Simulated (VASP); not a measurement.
# SnTe (Fm-3m) in VASP: single point with LDA

Aim: the single point of SnTe with LDA.

Everything below comes from runs of VASP 6.6.1. Logs are shortened: lines on timing, memory, paths and dates and some standing lists are left out, and cuts for length are marked.

## 1. The cell of the first run

The structure is cubic, space group Fm-3m (No. 225). Conventional cell: a = 6.302 Å, b = 6.302 Å, c = 6.302 Å, α = 90.00°, β = 90.00°, γ = 90.00°. Within 4.1 Å of Sn (site symmetry m-3m) lie 6 Te at 3.15 Å. Te (site symmetry m-3m) has 6 Sn at 3.15 Å within 4.1 Å.

## 2. Single point, LDA

Contents of INCAR:

```
SYSTEM = SnTe
PREC = Accurate
ENCUT = 500
EDIFF = 1E-6
ISMEAR = 0
SIGMA = 0.01
LREAL = .FALSE.
LASPH = .TRUE.
NELM = 120
ALGO = Normal
ISIF = 2
LWAVE = .FALSE.
LCHARG = .FALSE.
NBANDS = 17
GGA_COMPAT = .FALSE.
```

Contents of KPOINTS:

```
regular mesh
0
G
  4 4 4
  0 0 0
```

Contents of POSCAR:

```
SnTe
1.0
    0.0000000000      3.1508500000      3.1508500000
    3.1508500000      0.0000000000      3.1508500000
    3.1508500000      3.1508500000      0.0000000000
Sn Te
1 1
Direct
    0.0000000000      0.0000000000      0.0000000000
    0.5000000000      0.5000000000      0.5000000000
```

Potentials or basis: VASP PAW LDA potentials, release 64 (Sn_d, Te).

Started as:

```
$ cat potpaw_LDA.64/Sn_d/POTCAR potpaw_LDA.64/Te/POTCAR > POTCAR
$ mpirun -np 1 vasp_std > vasp.out
```

OUTCAR:

```text
SYSTEM = SnTe
   PREC = Accurate
   ENCUT = 500
   EDIFF = 1E-6
   ISMEAR = 0
   LREAL = .FALSE.
   LASPH = .TRUE.
   NELM = 120
   ISIF = 2

 ion  position               nearest neighbor table
   1  0.000  0.000  0.000-   2 3.15   2 3.15   2 3.15   2 3.15   2 3.15   2 3.15
   2  0.500  0.500  0.500-   1 3.15   1 3.15   1 3.15   1 3.15   1 3.15   1 3.15

  LATTYP: Found a face centered cubic cell.
 ALAT       =     6.3017000000

  Lattice vectors:

 A1 = (   0.0000000000,   3.1508500000,   3.1508500000)
 A2 = (   3.1508500000,   0.0000000000,   3.1508500000)
 A3 = (   3.1508500000,   3.1508500000,   0.0000000000)

Analysis of symmetry for initial positions (statically):
[... 33 lines left out ...]
                                     Primitive cell

  volume of cell :      62.5624

  direct lattice vectors                    reciprocal lattice vectors
     0.000000000  3.150850000  3.150850000    -0.158687338  0.158687338  0.158687338
     3.150850000  0.000000000  3.150850000     0.158687338 -0.158687338  0.158687338
     3.150850000  3.150850000  0.000000000     0.158687338  0.158687338 -0.158687338

  length of vectors
     4.455974803  4.455974803  4.455974803     0.274854533  0.274854533  0.274854533

  position of ions in fractional coordinates (direct lattice)
     0.000000000  0.000000000  0.000000000
     0.500000000  0.500000000  0.500000000

  ion indices of the primitive-cell ions
   primitive index   ion index
                 1           1
                 2           2

----------------------------------------------------------------------------------------

 KPOINTS: regular mesh

Automatic generation of k-mesh.
 Grid dimensions read from file:
 generate k-points for:    4    4    4

 Generating k-lattice:

  Cartesian coordinates                     Fractional coordinates (reciprocal lattice)
    -0.039671835  0.039671835  0.039671835     0.250000000  0.000000000  0.000000000
     0.039671835 -0.039671835  0.039671835     0.000000000  0.250000000  0.000000000
     0.039671835  0.039671835 -0.039671835     0.000000000  0.000000000  0.250000000

  Length of vectors
     0.068713633  0.068713633  0.068713633

  Shift w.r.t. Gamma in fractional coordinates (k-lattice)
     0.000000000  0.000000000  0.000000000

 Subroutine IBZKPT returns following result:
 ===========================================

 Found      8 irreducible k-points:

 Following reciprocal coordinates:
            Coordinates               Weight
  0.000000  0.000000  0.000000      1.000000
  0.250000  0.000000  0.000000      8.000000
  0.500000  0.000000  0.000000      4.000000
[... 22 lines left out ...]
   NELM   =    120;   NELMIN=  2; NELMDL= -5     # of ELM steps
   EDIFF  = 0.1E-05   stopping-criterion for ELM
   LREAL  =      F    real-space projection
   EDIFFG = 0.1E-04   stopping-criterion for IOM
   NSW    =      0    number of steps for IOM
   IBRION =     -1    ionic relax: 0-MD 1-quasi-New 2-CG
   NFREE  =      0    steps in history (QN), initial steepest desc. (CG)
   ISIF   =      2    stress and relaxation
   ISYM   =      2    0-nonsym 1-usesym 2-fastsym
   POTIM  = 0.5000    time-step for ionic-motion
   TEBEG  =    0.0;   TEEND  =   0.0 temperature during run
   PSTRESS=    0.0 pullay stress
   NELECT =      20.0000    total number of electrons
   NUPDOWN=      -1.0000    fix difference up-down
   EMIN   =  10.00;   EMAX   =-10.00  energy-range for DOS
   EFERMI =   0.00;   METHOD = LEGACY
   ISMEAR =     0;   SIGMA  =   0.01  broadening in eV -4-tet -1-fermi 0-gaus
   EFERMI_NEDOS =   21; number of points for ismear=-14 and -15
   IALGO  =     38    algorithm
   IMIX   =      4    mixing-type and parameters
     AMIX     =   0.40;   BMIX     =  1.00
     AMIX_MAG =   1.60;   BMIX_MAG =  1.00
  volume/ion in A,a.u.               =      31.28       211.10
  Fermi-wavevector in a.u.,A,eV,Ry     =   1.119387  2.115336 17.048485  1.253028
  Thomas-Fermi vector in A             =   2.256026
   LORBIT       =      0    0 simple, 1 ext, 2 COOP (PROOUT), +10 PAW based schemes
   GGA     = CA    functional components
   LHFCALC =     F    Hartree Fock is set to
   AEXX    =    0.0000 exact exchange contribution
   IVDW    =     0    specifies the selected vdW correction
   LEPSILON=     F    determine dielectric tensor
   LRPA    =     F    only Hartree local field effects (RPA)
 non-spin polarized calculation
 Gauss-broadening in eV      SIGMA  =   0.01
  energy-cutoff  :      500.00
  volume of cell :       62.56
 maximum number of plane-waves:      1639
   NGX = 17   NGY = 17   NGZ = 17

 number of electron      20.0000011 magnetization

 Free energy of the ion-electron system (eV)
  ---------------------------------------------------
  ext. energy  EPLUGINS =         0.00000000
  ---------------------------------------------------
  free energy    TOTEN  =        -8.82759165 eV

  energy without entropy =       -8.82759165  energy(sigma->0) =       -8.82759165

 E-fermi :   6.7287     XC(G=0):  -9.7527

 val. band max:        6.6678979570   @ k =   0.5000   0.0000   0.0000
 cond. band min:       6.7763162162   @ k =   0.5000   0.0000   0.0000
 fundamental gap:      0.1084182592
 Fermi energy:         6.7287033296

 k-point     1 :       0.0000    0.0000    0.0000
  band No.  band energies     occupation
      1     -15.1098      2.00000
      2     -15.1098      2.00000
      3     -15.0990      2.00000
      4     -15.0990      2.00000
      5     -15.0990      2.00000
      6      -6.1129      2.00000
[... 137 lines left out ...]
      4     -15.0956      2.00000
      5     -15.0880      2.00000
      6      -4.4519      2.00000
[... 9 lines left out ...]
     16      17.0889      0.00000
     17      17.6089      0.00000

------------------------ aborting loop because EDIFF is reached ----------------------------------------

  FORCE on cell =-STRESS in cart. coord.  units (eV):
  Direction    XX          YY          ZZ          XY          YZ          ZX
  --------------------------------------------------------------------------------------
  -------------------------------------------------------------------------------------
  Total       -0.8521927     -0.8521927     -0.8521927      0.0000000      0.0000000     -0.0000000
  in kB      -21.8240430    -21.8240430    -21.8240430      0.0000000      0.0000000     -0.0000000
  external PRESSURE =     -21.8240430 kB  Pullay stress =       0.0000000 kB

 VOLUME and BASIS-vectors are now :
 -----------------------------------------------------------------------------
  energy-cutoff  :      500.00
  volume of cell :       62.56
      direct lattice vectors                 reciprocal lattice vectors
     0.000000000  3.150850000  3.150850000    -0.158687338  0.158687338  0.158687338
     3.150850000  0.000000000  3.150850000     0.158687338 -0.158687338  0.158687338
     3.150850000  3.150850000  0.000000000     0.158687338  0.158687338 -0.158687338

 POSITION                                       TOTAL-FORCE (eV/Angst)
 -----------------------------------------------------------------------------------
      0.00000      0.00000      0.00000         0.000000      0.000000      0.000000
      3.15085      3.15085      3.15085        -0.000000      0.000000     -0.000000
 -----------------------------------------------------------------------------------
    total drift:                                0.000000     -0.000000     -0.000000

  FREE ENERGIE OF THE ION-ELECTRON SYSTEM (eV)
  ---------------------------------------------------
  free  energy   TOTEN  =        -8.8275916530 eV

  energy  without entropy=       -8.8275916530  energy(sigma->0) =       -8.82759165
```

OSZICAR:

```text
N       E                     dE             d eps       ncg     rms          rms(c)
DAV:   1     0.126298250745E+03    0.12630E+03   -0.90783E+03   272   0.127E+03
DAV:   2     0.247187565678E+01   -0.12383E+03   -0.12138E+03   304   0.322E+02
DAV:   3    -0.851598289588E+01   -0.10988E+02   -0.10936E+02   326   0.866E+01
DAV:   4    -0.887223855702E+01   -0.35626E+00   -0.35604E+00   323   0.173E+01
DAV:   5    -0.888663844282E+01   -0.14400E-01   -0.14399E-01   390   0.320E+00    0.611E+00
DAV:   6    -0.883277017543E+01    0.53868E-01   -0.11375E-01   386   0.250E+00    0.390E+00
DAV:   7    -0.882884689351E+01    0.39233E-02   -0.46091E-02   358   0.122E+00    0.607E-01
DAV:   8    -0.882757172630E+01    0.12752E-02   -0.84849E-03   348   0.738E-01    0.168E-01
DAV:   9    -0.882761253134E+01   -0.40805E-04   -0.61796E-04   368   0.204E-01    0.706E-02
DAV:  10    -0.882759151038E+01    0.21021E-04   -0.81900E-05   364   0.800E-02    0.361E-02
DAV:  11    -0.882759232677E+01   -0.81638E-06   -0.18180E-05   360   0.343E-02    0.230E-02
DAV:  12    -0.882759165301E+01    0.67376E-06   -0.30063E-06   330   0.174E-02
   1 F= -.88275917E+01 E0= -.88275917E+01  d E =-.503392E-13
```

Wall time 12 s (1 thread of Intel Xeon 8259CL, shared host); peak memory 0.15 GiB.

Results:

- Free energy: -8.8276 eV
- Pressure: -2.2 GPa
- Band gap on the k mesh: 0.11 eV, direct

Levels at points of the mesh, in eV from the valence-band top:
| k point | band 6 | band 7 | band 8 | band 9 | band 10 | band 11 | band 12 | band 13 | band 14 | band 15 |
| --- | --- | --- | --- | --- | --- | --- | --- | --- | --- | --- |
| (0.00, 0.00, 0.00) | -12.78 | -4.76 | -2.08 | -2.08 | -2.08 | 3.33 | 3.33 | 3.33 | 4.84 | 4.84 |
| (0.50, 0.00, 0.00) | -11.51 | -8.33 | -1.73 | -1.73 | 0.00 | 0.11 | 0.39 | 0.39 | 7.77 | 8.75 |
| (0.50, 0.50, 0.00) | -11.21 | -6.51 | -5.52 | -3.68 | -3.68 | 2.24 | 4.89 | 4.89 | 6.33 | 9.08 |

Caveat: the k points lie up to 0.43 Å⁻¹ apart; spin-orbit coupling is left out, which moves the levels of the heavy elements.
